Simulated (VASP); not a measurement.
Set up this calculation in VASP 6.6.1, as the native input.

```
Task                   : single point
Functional             : PBE
Potentials or basis    : VASP PAW PBE potentials, release 64 (Si, C)
Cutoff                 : 520 eV
k mesh                 : 12 × 12 × 6
Occupations            : gaussian, width 0.05 eV
Spin                   : no spin polarisation
Dipole correction      : no
Further INCAR settings : ALGO = Normal; EDIFF = 1e-06; NBANDS = 16
```

The structure of SiC lies in POSCAR:

```
SiC
1.0
    3.0919867344      0.0000000000      0.0000000000
   -1.5459933672      2.6777390602      0.0000000000
    0.0000000000      0.0000000000      5.0737646004
Si C
2 2
Direct
    0.2452894685      0.6226447343     -0.0118293048
    0.5786228018      0.2893114009      0.4881706952
    0.3333333333      0.6666666667      0.3804363282
    0.6666666667      0.3333333333      0.8804363282
```

This cell differs from its parent crystal: all Si atoms moved +0.250 Å, as atom 1 towards its neighbour atom 4 (C) at 1.893 Å.

One way to write it, as run:

INCAR

```
  PREC = Accurate
  ENCUT = 520
  EDIFF = 1E-6
  ISMEAR = 0
  SIGMA = 0.05
  LREAL = False
  LASPH = True
  NELM = 80
  ALGO = Normal
  ISIF = 2
  LWAVE = False
  LCHARG = False
  GGA = PE
  NBANDS = 16
```

KPOINTS

```
Automatic mesh
0
Gamma
  12 12 6
```

Potentials or basis: VASP PAW PBE potentials, release 64 (Si, C).

Run with:

```bash
$ cat potpaw_PBE.64/Si/POTCAR potpaw_PBE.64/C/POTCAR > POTCAR
$ mpirun -np 1 vasp_std > vasp.out
```

It gave:

* Pressure: 8.6 GPa
* Largest force: 7.670 eV/Å
* Band gap on the k mesh: 1.68 eV, indirect (least direct gap 3.62 eV)

Caveat: the cell differs from its parent crystal (all Si atoms moved +0.250 Å, as atom 1 towards its neighbour atom 4 (C) at 1.893 Å); forces of over 1 eV/Å act on the atoms, so gaps and moduli don't describe the material at rest.

Run time: 4.1 min on 1 thread of AMD EPYC 7R13, on a shared host, peak memory 0.23 GiB.
